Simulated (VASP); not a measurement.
Crystal: C.

```
C
1.0
     3.34383    0.00000    0.00000
    -1.67191    2.89584    0.00000
     0.00000    0.00000    2.04977
C
3
Direct
  0.00000 0.00000 0.00000
  0.33333 0.66667 0.50000
  0.66667 0.33333 0.50000
```

| Property | Result |
| --- | --- |
| Program | VASP 6.6.1 |
| Task | relaxation of cell and atoms |
| Functional | RPBE |
| Potentials or basis | VASP PAW PBE potentials, release 64 (C) |
| Cutoff | 600 eV |
| k mesh | 11 × 11 × 15 |
| Occupations | fermi-dirac, width 0.1 eV |
| Spin | no spin polarisation |

At the start: pressure 3.3 GPa; volume 6.62 Å³/atom.

Q: Where does the relaxation end?

A: Over 22 steps the energy falls by 2889.1 meV/atom and the volume is 9.40 Å³/atom (+42.0 %); space group P6/mmm (No. 191, to 0.05 Å).

The path:
```
step  energy change (eV)  largest force (eV/Å)  pressure (GPa)  volume (Å³)
   1              0.0000                0.0000            3.31        19.85
   2             -0.0768                0.0000           -0.46        20.24
   3             -0.3634                0.0000          -11.97        21.33
   4             -1.1794                0.0000          -24.23        23.12
   5             -8.3651                0.0000           11.83        24.64
   6            550.5568                0.0000         4418.40        15.40
   7             -8.4227                0.0000           19.54        24.63
   8             -8.4083                0.0000           30.17        24.61
   9             -8.4182                0.0000           31.06        24.80
  10             -8.4212                0.0000           32.02        24.99
  11             -8.4461                0.0000           30.10        25.14
  12             -8.5123                0.0000           24.57        25.59
  13             -8.6084                0.0000           14.27        26.51
  14             -8.6635                0.0000           -3.41        28.42
  15             -8.6664                0.0000           -0.51        28.07
  16             -8.6664                0.0000            0.05        28.01
  17             -8.6667                0.0000            0.12        28.03
  18             -8.6672                0.0000            0.32        28.10
  19             -8.6668                0.0000            0.75        28.23
  20             -8.6673                0.0000            0.45        28.13
  21             -8.6673                0.0000            0.23        28.16
  22             -8.6674                0.0000            0.03        28.19
```

Final structure:
```
CELL_PARAMETERS angstrom
5.03182 0.00000 0.00000
-2.51591 4.35769 0.00000
0.00000 0.00000 1.28540
ATOMIC_POSITIONS crystal
C 0.00000 0.00000 0.00000
C 0.33333 0.66667 0.50000
C 0.66667 0.33333 0.50000
```

Caveat: the volume moved by over 15 % at a fixed basis, so the end points are rough; the PAW data sets were made with another functional, which shifts forces and pressure a little.
